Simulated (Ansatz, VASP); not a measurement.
## Zn: VASP beside Ansatz

INCAR

```
SYSTEM = Zn
PREC = Accurate
ENCUT = 400
EDIFF = 1E-6
ISMEAR = 1
SIGMA = 0.1
LREAL = .FALSE.
LASPH = .TRUE.
NELM = 120
ALGO = Normal
ISIF = 2
LWAVE = .FALSE.
LCHARG = .FALSE.
LDIPOL = .TRUE.
IDIPOL = 3
DIPOL = 0.5 0.5 0.379
GGA = PS
IVDW = 13
NBANDS = 84
GGA_COMPAT = .FALSE.
NELMDL = -8
```

Contents of KPOINTS:

```
regular mesh
0
G
  9 9 1
  0 0 0
```

File POSCAR:

```
Zn
1.0
    2.5981682185      4.5001593610      0.0000000000
   -5.1963364369      0.0000000000      0.0000000000
    0.0000000000      0.0000000000     24.7800028513
Zn
12
Direct
    0.1666666667      0.3333333333      0.2824858432
    0.1666666667      0.8333333333      0.2824858432
    0.6666666667      0.3333333333      0.2824858432
    0.6666666667      0.8333333333      0.2824858432
    0.3344531939      0.6668657569      0.3788821059
    0.3333333333      0.1666666667      0.3786615409
    0.8331342431      0.6675874370      0.3788821059
    0.8324125630      0.1655468061      0.3788821059
    0.1673236168      0.3337503464      0.4732271767
    0.1662496536      0.8335732704      0.4732271767
    0.6664267296      0.3326763832      0.4732271767
    0.6666666667      0.8333333333      0.4845651554
```

Input for Ansatz:

```yaml
crystal:
  lattice:
    - [2.5981682185, 4.500159361, 0.0]
    - [-5.1963364369, 0.0, 0.0]
    - [0.0, 0.0, 24.7800028513]
  atoms:
    - { symbol: Zn, position: [0.1666666667, 0.3333333333, 0.2824858432] }
    - { symbol: Zn, position: [0.1666666667, 0.8333333333, 0.2824858432] }
    - { symbol: Zn, position: [0.6666666667, 0.3333333333, 0.2824858432] }
    - { symbol: Zn, position: [0.6666666667, 0.8333333333, 0.2824858432] }
    - { symbol: Zn, position: [0.3344531939, 0.6668657569, 0.3788821059] }
    - { symbol: Zn, position: [0.3333333333, 0.1666666667, 0.3786615409] }
    - { symbol: Zn, position: [0.8331342431, 0.667587437, 0.3788821059] }
    - { symbol: Zn, position: [0.832412563, 0.1655468061, 0.3788821059] }
    - { symbol: Zn, position: [0.1673236168, 0.3337503464, 0.4732271767] }
    - { symbol: Zn, position: [0.1662496536, 0.8335732704, 0.4732271767] }
    - { symbol: Zn, position: [0.6664267296, 0.3326763832, 0.4732271767] }
    - { symbol: Zn, position: [0.6666666667, 0.8333333333, 0.4845651554] }
basis:
  ecutwfc: 420
kpoints:
  mp_grid: { grid: [9, 9, 1] }
hamiltonian:
  xc: pbesol
  dispersion: d4
  pseudopotentials: { kind: paw, azcp: { folder: soft_1 } }
scf:
  occupations: { method: methfessel_paxton, width: 0.1 }
  n_extra_bands: 14
  max_iter: 160
output:
  forces: true
  eigenvalues: true
  write_density: true
  write_potential: true
  elf: true
  volumetric_format: npy
efield:
  axis: 3
  dipole_correction: true
```

Alike in both runs: task single point; functional PBEsol; dispersion D4; k mesh 9 × 9 × 1; occupations methfessel-paxton of order 1, width 0.1 eV; no spin polarisation.

|  | VASP | Ansatz |
| --- | --- | --- |
| version | VASP 6.6.1 | Ansatz 0.2.0 |
| potentials or method | VASP PAW PBE potentials, release 64 (Zn), cutoff 400 eV | scalar-relativistic, plane waves, PAW |
| valence electrons in the cell | 144 | 144 |

VASP gave:

```
gap on the k mesh at the Fermi level (eV) : none
rms of the force components (eV/Å)        : 0.058
```

Task: Estimate Ansatz's values.

Result: gap on the k mesh at the Fermi level (eV): none; rms of the force components (eV/Å): 0.059.

VASP's potentials were made for PBE, not for PBEsol, and Ansatz warns of the same on its side. Atom by atom the forces differ by 0.006 eV/Å (rms over components). A gap of «none» marks a metal or a gap that the smearing closes. Ansatz's warnings: xc potential rough in thin density.
